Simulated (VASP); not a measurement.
Wanted: the native input for a VASP 6.6.1 run.

```yaml
Task: single point
Functional: revPBE
Potentials_or_basis: VASP PAW PBE potentials, release 64 (Rh_pv)
Cutoff: 520 eV
k_mesh: 15 × 15 × 8
Occupations: fermi-dirac, width 0.1 eV
Spin: no spin polarisation
Dipole_correction: no
Further_INCAR_settings: ALGO = Normal; EDIFF = 1e-07; NBANDS = 22
```

The structure of Rh lies in POSCAR:

```
Rh
1.0
    2.7008447612      0.0000000000      0.0000000000
   -1.3504223806      2.3390001749      0.0000000000
    0.0000000000      0.0000000000      4.3512883827
Rh
2
Direct
    0.3333333333      0.6666666667      0.2500000000
    0.6666666667      0.3333333333      0.7500000000
```

This cell differs from its parent crystal: volume scaled by 0.96.

One way to write it, as run:

INCAR

```
SYSTEM = Rh
PREC = Accurate ; ENCUT = 520
EDIFF = 1E-7 ; ISMEAR = -1
SIGMA = 0.1 ; LREAL = .False.
LASPH = .True. ; NELM = 100
ALGO = Normal ; ISIF = 2
LWAVE = .False. ; LCHARG = .False.
GGA = RE ; NBANDS = 22
```

KPOINTS

```
regular mesh
0
Gamma
  15 15 8
  0 0 0
```

Potentials or basis: VASP PAW PBE potentials, release 64 (Rh_pv).

Launch:

```console
$ cat potpaw_PBE.64/Rh_pv/POTCAR > POTCAR
$ mpirun -np 1 vasp_std > vasp.out
```

It gave:

```json
{
  "Pressure": "10.9 GPa",
  "Band gap on the k mesh": "zero (band 15 reaches 12.70 eV, above the bottom of band 16 at 10.38 eV)"
}
```

Caveat: the PAW data sets were made with another functional, which shifts forces and pressure a little.

It took 23 s on 1 thread of Intel(R) Xeon(R) 6975P-C (Granite Rapids), with other jobs on the host, peak memory 0.18 GiB.
